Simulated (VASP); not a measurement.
Wanted: the native input for a VASP 6.6.1 run.

- Task: single point
- Functional: revPBE
- Potentials or basis: VASP PAW PBE potentials, release 64 (W_sv, C)
- Cutoff: 520 eV
- k mesh: 10 × 10 × 6
- Occupations: fermi-dirac, width 0.05 eV
- Spin: no spin polarisation
- Dipole correction: no
- Further INCAR settings: ALGO = Normal; EDIFF = 1e-06; NBANDS = 16

The structure of WC lies in POSCAR:

```
WC
1.0
    1.6403461100     -2.1180379000      0.0000000000
    1.6403461100      2.1180379000      0.0000000000
    0.0000000000      0.0000000000      4.3094211000
W C
1 1
Direct
    0.5000000000      0.5000000000      0.5000000000
    0.0000000000      0.0000000000      0.0000000000
```

The input as run:

INCAR

```
SYSTEM = WC
PREC     = Accurate       ! precision mode
ENCUT    = 520            ! plane-wave cutoff, eV
EDIFF    = 1E-6           ! SCF threshold, eV
ISMEAR   = -1             ! smearing method
SIGMA    = 0.05           ! smearing width, eV
LREAL    = .False.        ! projectors in reciprocal space
LASPH    = .True.         ! aspherical terms in the spheres
NELM     = 80             ! most SCF steps
ALGO     = Normal         ! electronic algorithm
ISIF     = 2              ! what is computed and relaxed
LWAVE    = .False.        ! write WAVECAR
LCHARG   = .True.         ! write CHGCAR
GGA      = RE             ! functional
LELF     = .True.         ! ELF
LVHAR    = .True.       
NBANDS   = 16             ! bands
```

KPOINTS

```
regular mesh
0
Gamma
  10 10 6
  0 0 0
```

Potentials or basis: VASP PAW PBE potentials, release 64 (W_sv, C).

The run is started by

```sh
$ cat potpaw_PBE.64/W_sv/POTCAR potpaw_PBE.64/C/POTCAR > POTCAR
$ mpirun -np 1 vasp_std > vasp.out
```

Results of the run:

The pressure is -30.0 GPa and the band gap on the k mesh is zero (band 9 reaches 9.03 eV, above the bottom of band 10 at 4.95 eV).

Caveat: the PAW data sets were made with another functional, which shifts forces and pressure a little; spin-orbit coupling is left out, which moves the levels of the heavy elements.

It took 21 s on 1 thread of AMD EPYC 9R45 96-Core Processor (Zen 5), on a shared host, peak memory 0.15 GiB.
